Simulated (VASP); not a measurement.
Here is a VASP 6.6.1 calculation.

The input INCAR:

```
PREC = Accurate
ENCUT = 520
EDIFF = 1E-6
ISMEAR = -1
SIGMA = 0.02
LREAL = Auto
LASPH = True
NELM = 80
ALGO = Normal
ISIF = 2
LWAVE = False
LCHARG = False
NBANDS = 58
```

The input KPOINTS:

```
Automatic mesh
0
Gamma
  1 1 1
```

Contents of POSCAR:

```
H4C
1.0
    7.9581140000      0.0000000000      0.0000000000
    0.0000000000      7.9581140000      0.0000000000
    0.0000000000      0.0000000000      7.9581140000
C H
8 32
Direct
    0.8134967657      0.4688171092      0.8010063691
    0.1694999594      0.6299356858      0.2957484650
    0.6146431177      0.1482889036      0.3849907151
    0.3519426839      0.8954131594      0.0213492795
    0.6868461548      0.6755746399      0.4685657934
    0.0664479046      0.0774304062      0.2006002930
    0.0962413959     -0.0140611205      0.5927409434
    0.3210559688      0.5531712665      0.7219047126
    0.6685377968      0.4644944770      0.7992974215
    0.8416441383      0.6220695004      0.7962188026
    0.8936665145      0.4131255220      0.7136866851
    0.8319182158      0.4321249985      0.9391923765
    0.0921449479      0.7396224784      0.3128505070
    0.1623248926      0.5406808699      0.3987125593
    0.2701770796      0.7072781315      0.2530876034
    0.1659941036      0.5255767887      0.2127514132
    0.6949133928      0.1891151597      0.2842633317
    0.4758665181      0.2240983228      0.3946161113
    0.6981804985      0.1985646348      0.4907444151
    0.6049171952     -0.0020482240      0.4029849283
    0.2939389911      0.8932644091      0.1554262731
    0.3399172216      0.7840551166     -0.0358502027
    0.4857557959      0.8947094751      0.0390796111
    0.2802297127      0.9808228432     -0.0537941527
    0.6022406816      0.5630479785      0.4854290853
    0.5865460083      0.7530427435      0.5344231058
    0.6767306927      0.7172176724      0.3386983398
    0.7891316963      0.6955416824      0.5471648182
   -0.0800817882      0.1057788315      0.2458371418
    0.1546471940      0.1849558828      0.1730309468
    0.0493835600     -0.0043226322      0.0836756045
    0.1578640366      0.0284363858      0.2938887279
    0.1775420659     -0.0126914493      0.6979417485
    0.1899696335     -0.0969576460      0.5169440900
    0.0806346830      0.1109056744      0.5326387634
   -0.0013571055     -0.0898202765      0.6540494394
    0.4250881553      0.5756012040      0.8143638053
    0.2623360258      0.4196848650      0.7151568826
    0.3934097953      0.5573054118      0.6168546970
    0.2096602285      0.6220569346      0.7601047183
```

Potentials or basis: VASP PAW LDA potentials, release 64 (C, H).

Command:

```bash
$ cat potpaw_LDA.64/C/POTCAR potpaw_LDA.64/H/POTCAR > POTCAR
$ mpirun -np 1 vasp_gam > vasp.out
```

Task: What does it give for the largest force?

Result: 6.006 eV/Å.

Task: Estimate the band gap on the k mesh.

Result: 5.31 eV.

Task: Predict the pressure.

Result: -0.7 GPa.

Forces in eV/Å, atoms in the order of the input:
```
C   -2.308  4.207  3.612
C   -0.010 -0.298  0.654
C   -1.809 -0.334  2.506
C   -0.391  1.667  3.712
C   -4.933  0.109  0.139
C   -1.576  0.465 -0.418
C    1.827 -1.434 -0.885
C   -1.207 -2.518  3.194
H    1.545 -0.380 -0.986
H   -0.391 -2.795  0.175
H    0.676 -1.266 -1.369
H    0.547  0.155 -1.317
H   -2.066 -0.344 -0.384
H    0.971  0.834  1.618
H    2.264 -0.394  0.626
H   -1.277 -0.116 -2.345
H   -0.210 -0.059 -1.332
H    2.959 -1.722 -0.399
H   -1.048 -0.525 -0.235
H    0.028  2.704 -0.551
H    0.701 -0.039 -1.841
H   -1.046 -4.022 -1.550
H    0.959  1.257 -0.203
H    0.322  1.251 -0.473
H    1.559 -0.252 -0.238
H    0.595  0.410 -0.377
H    0.740  0.048 -0.277
H    2.092 -0.285  0.635
H    3.240 -0.163 -0.406
H   -1.381  0.212 -0.616
H    0.476  0.689  1.194
H   -1.192 -0.894  0.071
H    1.147  1.110  1.581
H   -1.653  0.640  0.179
H   -0.480 -0.636  0.464
H   -0.816  0.208 -0.966
H   -0.839 -0.718  0.382
H    1.192  0.950  0.689
H    0.762  1.163 -3.481
H    0.033  1.117 -0.780
```

Caveat: the k points lie up to 0.79 Å⁻¹ apart.
